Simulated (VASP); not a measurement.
**NbAs: single point with PBE**

The system is NbAs.

```
Nb As
1.0
     0.00000    2.62007    2.62007
     2.62007    0.00000    2.62007
     2.62007    2.62007    0.00000
Nb As
1 1
Cartesian
  2.6201 2.6201 2.6201
  0.0000 0.0000 0.0000
```

This cell differs from its parent crystal: volume scaled by 0.980.

```json
{"Program": "VASP 6.6.1", "Task": "single point", "Functional": "PBE", "Potentials or basis": "VASP PAW PBE potentials, release 64 (Nb_sv, As)", "Cutoff": "520 eV", "k mesh": "12 × 12 × 12", "Occupations": "gaussian, width 0.05 eV", "Spin": "no spin polarisation", "Dipole correction": "no", "Further INCAR settings": "ALGO = Normal; EDIFF = 1e-06; NBANDS = 16"}
```

| Property | Result |
| --- | --- |
| Pressure | 2.9 GPa |
| Band gap on the k mesh | zero (band 9 reaches 10.56 eV, above the bottom of band 10 at 8.65 eV) |

Levels at points of the mesh, in eV from the Fermi level:
```
           k point  band 5  band 6  band 7  band 8  band 9  band 10  band 11  band 12  band 13  band 14
(0.00, 0.00, 0.00)  -13.52   -1.49   -1.49   -1.49   -0.88    -0.88    -0.09    -0.09    -0.09     5.00
(0.50, 0.00, 0.00)  -11.23   -6.97   -4.40   -4.40    0.66     0.66     1.56     3.26     6.89     6.89
(0.50, 0.50, 0.00)  -11.96   -4.93   -3.29   -1.99   -1.99     0.09     1.34     1.34     2.55     4.31
```

Run time: 17 s on 1 thread of Intel(R) Xeon(R) 6975P-C (Granite Rapids), with other jobs on the host, peak memory 0.18 GiB.
